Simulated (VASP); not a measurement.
## Si4C5: single point with PBE

The system is Si4C5, a slab with vacuum.

```
Si C
1.0
     3.09674    0.00000    0.00000
     0.00000    4.37945    0.00000
     0.00000    0.00000   20.13321
Si C
4 5
Direct
  0.50000 0.50000 0.19868
  0.00000 0.00000 0.27558
  0.50000 0.49714 0.35549
  0.00000 0.94989 0.41690
  0.00000 0.25000 0.19868
  0.50000 0.75000 0.27558
  0.00000 0.25594 0.35416
  0.50000 0.75474 0.42880
  0.00000 0.75474 0.49795
```

- Program: VASP 6.6.1
- Task: single point
- Functional: PBE
- Potentials or basis: VASP PAW PBE potentials, release 64 (Si, C)
- Cutoff: 520 eV
- k mesh: 9 × 6 × 1
- Occupations: gaussian, width 0.05 eV
- Spin: collinear spin
- Starting moments: [0.0, 0.0, 0.0, 0.0, 0.0, 0.0, 0.0, 0.0, 2.0] μB
- Dipole correction: yes
- Further INCAR settings: ALGO = Normal; EDIFF = 1e-06; NBANDS = 32

```yaml
Largest_force: 3.522 eV/Å
Net_moment: -0.07 μB per cell
Site_moments: Si -0.03, -0.00, +0.00; C +0.01, -0.00, +0.00 μB
Valence_electrons_inside_the_program's_atomic_spheres: Si 1.59, 1.63, 1.67, 1.76; C 2.39, 2.50, 2.54, 2.48, 2.11
```

Forces on the atoms (eV/Å):
```
Si   0.000 -2.841  1.689
Si   0.000  0.493 -1.167
Si   0.000 -0.611 -0.657
Si   0.000  3.383  0.979
C    0.000  1.781 -0.362
C    0.000  0.646  0.165
C    0.000 -0.583 -0.280
C    0.000 -2.332 -0.381
C    0.000  0.064  0.015
```

Levels at points of the mesh, in eV from the Fermi level:
Spin up:
| k point | band 15 | band 16 | band 17 | band 18 | band 19 | band 20 | band 21 | band 22 |
| --- | --- | --- | --- | --- | --- | --- | --- | --- |
| (0.00, 0.00, 0.00) | -1.89 | -0.96 | -0.93 | -0.33 | 0.59 | 1.01 | 2.29 | 2.56 |
| (0.00, 0.50, 0.00) | -1.68 | -1.53 | -0.77 | -0.42 | 0.37 | 1.03 | 2.39 | 3.43 |
Spin down:
| k point | band 16 | band 17 | band 18 | band 19 | band 20 | band 21 |
| --- | --- | --- | --- | --- | --- | --- |
| (0.00, 0.00, 0.00) | -0.95 | -0.93 | -0.33 | 0.58 | 0.90 | 2.28 |
| (0.00, 0.50, 0.00) | -1.53 | -0.76 | -0.42 | 0.24 | 1.00 | 2.38 |

Wall time 8.8 min on 1 thread of Intel(R) Xeon(R) Platinum 8488C (Sapphire Rapids) (shared host), peak memory 0.59 GiB.
